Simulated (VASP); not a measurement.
# C (C2/m) in VASP: notebook, part 2 of 2

VASP 6.6.1. The steps go on from the part before.

## 3. Dielectric tensor, PBE

The input, INCAR:

```
SYSTEM = C
PREC = Accurate
ENCUT = 520
EDIFF = 1E-8
ISMEAR = 0
SIGMA = 0.01
LREAL = .False.
LASPH = .True.
NELM = 100
ALGO = Normal
ISIF = 2
LWAVE = .False.
LCHARG = .False.
GGA = PE
LEPSILON = .True.
```

The input, KPOINTS:

```
Automatic mesh
0
Gamma
  13 13 8
  0 0 0
```

The input, POSCAR:

```
C
1.0
    2.1273203072     -1.2282824400      0.0000000000
    2.1273203072      1.2282824400      0.0000000000
   -1.3790696309      0.0000000000      3.5028300786
C
2
Direct
    0.1666444700      0.1666444700      0.9999069600
    0.8333555300      0.8333555300      0.0000930400
```

Potentials or basis: VASP PAW PBE potentials, release 64 (C).

On the command line:

```sh
> cat potpaw_PBE.64/C/POTCAR > POTCAR
> mpirun -np 1 vasp_std > vasp.out
```

OUTCAR:

```text
SYSTEM = C
   PREC = Accurate
   ENCUT = 520
   EDIFF = 1E-8
   ISMEAR = 0
   LREAL = .False.
   LASPH = .True.
   NELM = 100
   ISIF = 2
   GGA = PE
   LEPSILON = .True.

 ion  position               nearest neighbor table
   1  0.167  0.167  1.000-   2 1.42   2 1.42   2 1.42
   2  0.833  0.833  0.000-   1 1.42   1 1.42   1 1.42

  LATTYP: Found a base centered monoclinic cell.
 ALAT       =     4.2546406144
 B/A-ratio  =     0.5773848141
 C/A-ratio  =     0.8848045598
 COS(beta)  =    -0.3663329314

  Lattice vectors:

 A1 = (   2.1273203072,  -1.2282824400,   0.0000000000)
 A2 = (   2.1273203072,   1.2282824400,   0.0000000000)
 A3 = (  -1.3790696309,   0.0000000000,   3.5028300786)

Analysis of symmetry for initial positions (statically):
=====================================================================
 Subroutine PRICEL returns:
 Original cell was already a primitive cell.

 Routine SETGRP: Setting up the symmetry group for a
 base centered monoclinic supercell.

 Subroutine GETGRP returns: Found  4 space group operations
 (whereof  4 operations were pure point group operations)
 out of a pool of  4 trial point group operations.

The static configuration has the point symmetry C_2h.

Analysis of symmetry for dynamics (positions and initial velocities):
=====================================================================
 Subroutine PRICEL returns:
 Original cell was already a primitive cell.

 Routine SETGRP: Setting up the symmetry group for a
 base centered monoclinic supercell.

 Subroutine GETGRP returns: Found  4 space group operations
 (whereof  4 operations were pure point group operations)
 out of a pool of  4 trial point group operations.

The dynamic configuration has the point symmetry C_2h.

 Subroutine INISYM returns: Found  4 space group operations
 (whereof  4 operations are pure point group operations),
 and found     1 'primitive' translations

----------------------------------------------------------------------------------------

                                     Primitive cell

  volume of cell :      18.3054

  direct lattice vectors                    reciprocal lattice vectors
     2.127320307 -1.228282440  0.000000000     0.235037478 -0.407072497  0.092534619
     2.127320307  1.228282440  0.000000000     0.235037478  0.407072497  0.092534619
    -1.379069631  0.000000000  3.502830079     0.000000000  0.000000000  0.285483446

  length of vectors
     2.456454649  2.456454649  3.764525416     0.479075453  0.479075453  0.285483446

  position of ions in fractional coordinates (direct lattice)
     0.166644470  0.166644470  0.999906960
[... 131 lines left out ...]
      3       1.3604      2.00000
      4       1.3638      2.00000
      5       8.2896      0.00000
      6      12.7934      0.00000
      7      12.7956      0.00000
      8      15.8824      0.00000
[... 243 lines left out ...]
 k-point    24 :       0.4615    0.1538    0.0000
  band No.  band energies     occupation
      1     -11.4134      2.00000
      2      -6.3853      2.00000
      3      -3.2828      2.00000
      4       1.2585      2.00000
      5       7.8441      0.00000
      6      14.1005      0.00000
      7      14.5833      0.00000
      8      17.9896      0.00000

 [... further k-points ...]

  FORCE on cell =-STRESS in cart. coord.  units (eV):
  Direction    XX          YY          ZZ          XY          YZ          ZX
  --------------------------------------------------------------------------------------
  -------------------------------------------------------------------------------------
  Total        0.6104982      0.6021688      0.2422757      0.0000000      0.0000000     -0.0033862
  in kB       53.4336445     52.7046144     21.2050930      0.0000000      0.0000000     -0.2963729
  external PRESSURE =      42.4477839 kB  Pullay stress =       0.0000000 kB

 VOLUME and BASIS-vectors are now :
 -----------------------------------------------------------------------------
  energy-cutoff  :      520.00
  volume of cell :       18.31
      direct lattice vectors                 reciprocal lattice vectors
     2.127320307 -1.228282440  0.000000000     0.235037478 -0.407072497  0.092534619
     2.127320307  1.228282440  0.000000000     0.235037478  0.407072497  0.092534619
    -1.379069631  0.000000000  3.502830079     0.000000000  0.000000000  0.285483446

 POSITION                                       TOTAL-FORCE (eV/Angst)
 -----------------------------------------------------------------------------------
     -0.66993      0.00000      3.50250        -0.002323      0.000000      0.003902
      3.54550      0.00000      0.00033         0.002323      0.000000     -0.003902
 -----------------------------------------------------------------------------------
    total drift:                               -0.000000     -0.000000      0.000000

  FREE ENERGIE OF THE ION-ELECTRON SYSTEM (eV)
  ---------------------------------------------------
  free  energy   TOTEN  =       -18.4345804286 eV

  energy  without entropy=      -18.4345804286  energy(sigma->0) =      -18.43458043

 HEAD OF MICROSCOPIC STATIC DIELECTRIC TENSOR (INDEPENDENT PARTICLE, excluding Hartree and local field effects)
 ------------------------------------------------------
          16.348787     0.000000     0.009293
           0.000000    16.275275     0.000000
           0.009293     0.000000     3.129348
 ------------------------------------------------------

 Free energy of the ion-electron system (eV)
  ---------------------------------------------------
  ---------------------------------------------------
  free energy    TOTEN  =        -0.78452053 eV

  energy without entropy =       -0.78452053

------------------------ aborting loop because EDIFF is reached ----------------------------------------

--------------------------------------- Ionic step        2  -------------------------------------------

------------------------ aborting loop because EDIFF is reached ----------------------------------------

--------------------------------------- Ionic step        3  -------------------------------------------

 Free energy of the ion-electron system (eV)
  ---------------------------------------------------
  ---------------------------------------------------
  free energy    TOTEN  =        -0.09660198 eV

  energy without entropy =       -0.09660198

------------------------ aborting loop because EDIFF is reached ----------------------------------------

 PIEZOELECTRIC TENSOR FIELD DIRECTION 3  (e Angst)
 -----------------------------------------------------------------------------
    -0.00317  0.00000  0.00040           ( -0.00000  0.00000  0.00000)
     0.00000  0.00339  0.00000           (  0.00000 -0.00000  0.00000)
     0.00040  0.00000 -0.00086           (  0.00000  0.00000 -0.00000)

 PIEZOELECTRIC TENSOR FIELD DIRECTION 3  (C/m^2)
 -----------------------------------------------------------------------------
    -0.00278  0.00000  0.00035
     0.00000  0.00297  0.00000
     0.00035  0.00000 -0.00076

 MACROSCOPIC STATIC DIELECTRIC TENSOR (including local field effects in DFT)
 ------------------------------------------------------
          16.317016     0.000000     0.008908
           0.000000    16.243575     0.000000
           0.008908     0.000000     2.733187
 ------------------------------------------------------

 PIEZOELECTRIC TENSOR (including local field effects)  for field in x, y, z        (e  Angst)
          XX          YY          ZZ          XY          YZ          ZX
  --------------------------------------------------------------------------------
  x     0.00000     0.00000     0.00000     0.00000     0.00000     0.00000
  y     0.00000     0.00000     0.00000     0.00000     0.00000     0.00000
  z     0.00000     0.00000     0.00000     0.00000     0.00000     0.00000

 PIEZOELECTRIC TENSOR (including local field effects)  for field in x, y, z        (C/m^2)
          XX          YY          ZZ          XY          YZ          ZX
  --------------------------------------------------------------------------------
  x     0.00000     0.00000     0.00000     0.00000     0.00000     0.00000
  y     0.00000     0.00000     0.00000     0.00000     0.00000     0.00000
  z     0.00000     0.00000     0.00000     0.00000     0.00000     0.00000

 BORN EFFECTIVE CHARGES (including local field effects) (in |e|, cummulative output)
 ---------------------------------------------------------------------------------
 ion    1
    1     0.00000     0.00000     0.00000
    2     0.00000     0.00000     0.00000
    3     0.00000     0.00000     0.00000
 ion    2
    1     0.00000     0.00000     0.00000
    2     0.00000     0.00000     0.00000
    3     0.00000     0.00000     0.00000
```

It took 4.9 min on 1 thread of AMD EPYC 7R13 (Zen 3), shared host; peak memory 0.22 GiB.

Results:

| Property | Result |
| --- | --- |
| Band gap on the k mesh | 0.93 eV, indirect (least direct gap 0.94 eV) |
| Electronic dielectric tensor (diagonal) | 16.32, 16.24, 2.73 |
| Born charges (mean of the diagonal) | C +0.00 e |

Electronic dielectric tensor:
```
16.32  0.00  0.01
 0.00 16.24  0.00
 0.01  0.00  2.73
```

Born effective charge tensors (e):
atom 1, C
```
0.00 0.00 0.00
0.00 0.00 0.00
0.00 0.00 0.00
```
atom 2, C
```
0.00 0.00 0.00
0.00 0.00 0.00
0.00 0.00 0.00
```

Caveat: this functional lacks dispersion, which binds the layers, so the pressure and a relaxed spacing across them are unreliable. A k mesh can miss the band edges.

## 4. Dielectric tensor, PBE

The input, INCAR:

```
SYSTEM = C
ALGO = Normal
EDIFF = 1E-8
ENCUT = 520
GGA = PE
ISIF = 2
ISMEAR = 0
LASPH = .True.
LCHARG = .False.
LEPSILON = .True.
LREAL = .False.
LWAVE = .False.
NELM = 60
PREC = Accurate
SIGMA = 0.01
```

The input, KPOINTS:

```
k-points
0
Gamma
  12 12 6
  0 0 0
```

POSCAR is that of step 3.

Potentials or basis: VASP PAW PBE potentials, release 64 (C).

On the command line:

```sh
> cat potpaw_PBE.64/C/POTCAR > POTCAR
> mpirun -np 1 vasp_std > vasp.out
```

OUTCAR:

```text
SYSTEM = C
   EDIFF = 1E-8
   ENCUT = 520
   GGA = PE
   ISIF = 2
   ISMEAR = 0
   LASPH = .True.
   LEPSILON = .True.
   LREAL = .False.
   NELM = 60
   PREC = Accurate

 ion  position               nearest neighbor table
   1  0.167  0.167  1.000-   2 1.42   2 1.42   2 1.42
   2  0.833  0.833  0.000-   1 1.42   1 1.42   1 1.42

  LATTYP: Found a base centered monoclinic cell.
 ALAT       =     4.2546406144
 B/A-ratio  =     0.5773848141
 C/A-ratio  =     0.8848045598
 COS(beta)  =    -0.3663329314

  Lattice vectors:

[... 511 lines left out ...]

 PIEZOELECTRIC TENSOR FIELD DIRECTION 3  (C/m^2)
 -----------------------------------------------------------------------------
    -0.02749  0.00000  0.00003
     0.00000  0.02771  0.00000
     0.00003  0.00000 -0.00078

 MACROSCOPIC STATIC DIELECTRIC TENSOR (including local field effects in DFT)
 ------------------------------------------------------
          72.904163     0.000000    -0.090541
           0.000000    70.445246     0.000000
          -0.090543     0.000000     5.736517
 ------------------------------------------------------

 PIEZOELECTRIC TENSOR (including local field effects)  for field in x, y, z        (e  Angst)
          XX          YY          ZZ          XY          YZ          ZX
  --------------------------------------------------------------------------------
  x     0.00000     0.00000     0.00000     0.00000     0.00000     0.00000
  y     0.00000     0.00000     0.00000     0.00000     0.00000     0.00000
  z     0.00000     0.00000     0.00000     0.00000     0.00000     0.00000

 PIEZOELECTRIC TENSOR (including local field effects)  for field in x, y, z        (C/m^2)
          XX          YY          ZZ          XY          YZ          ZX
  --------------------------------------------------------------------------------
  x     0.00000     0.00000     0.00000     0.00000     0.00000     0.00000
  y     0.00000     0.00000     0.00000     0.00000     0.00000     0.00000
  z     0.00000     0.00000     0.00000     0.00000     0.00000     0.00000

 BORN EFFECTIVE CHARGES (including local field effects) (in |e|, cummulative output)
 ---------------------------------------------------------------------------------
 ion    1
    1     0.00000     0.00000     0.00000
    2     0.00000     0.00000     0.00000
    3     0.00000     0.00000     0.00000
 ion    2
    1     0.00000     0.00000     0.00000
    2     0.00000     0.00000     0.00000
    3     0.00000     0.00000     0.00000
```

Wall time 3.2 min (1 thread of AMD EPYC 7R43 (Zen 3), shared host); peak memory 0.17 GiB.

What came out:

- Band gap on the k mesh: 0.46 eV, indirect (least direct gap 0.49 eV)
- Electronic dielectric tensor (diagonal): 72.90, 70.45, 5.74
- Born charges (mean of the diagonal): C +0.00 e

Electronic dielectric tensor:
```
72.90  0.00 -0.09
 0.00 70.45  0.00
-0.09  0.00  5.74
```

Born effective charge tensors (e):
atom 1, C
```
0.00 0.00 0.00
0.00 0.00 0.00
0.00 0.00 0.00
```
atom 2, C
```
0.00 0.00 0.00
0.00 0.00 0.00
0.00 0.00 0.00
```

Caveat: the gap is small at this level, which inflates the dielectric constant; this functional lacks dispersion, which binds the layers, so the pressure and a relaxed spacing across them are unreliable. PBE gaps usually lie below the measured ones, often by a third to a half.

## 5. Summary

```csv
task,level,potentials or basis,k mesh,cutoff (eV),ions in elastic constants,gap on the mesh (eV)
elastic constants,LDA,"VASP PAW LDA potentials, release 64 (C)",10 × 10 × 6,600,relaxed,-
dielectric tensor,PBE,"VASP PAW PBE potentials, release 64 (C)",13 × 13 × 8,520,-,0.93
dielectric tensor,PBE,"VASP PAW PBE potentials, release 64 (C)",12 × 12 × 6,520,-,0.46
```

Alike in all rows: no spin polarisation; cell as given; smearing gaussian 0.01 eV.

Caveats: this functional lacks dispersion, which binds the layers, so the pressure and a relaxed spacing across them are unreliable (some runs); the cell is under stress, which shifts elastic constants (some runs); the gap is small at this level, which inflates the dielectric constant (some runs).

Absolute energies hang on the potentials; compare differences alone.
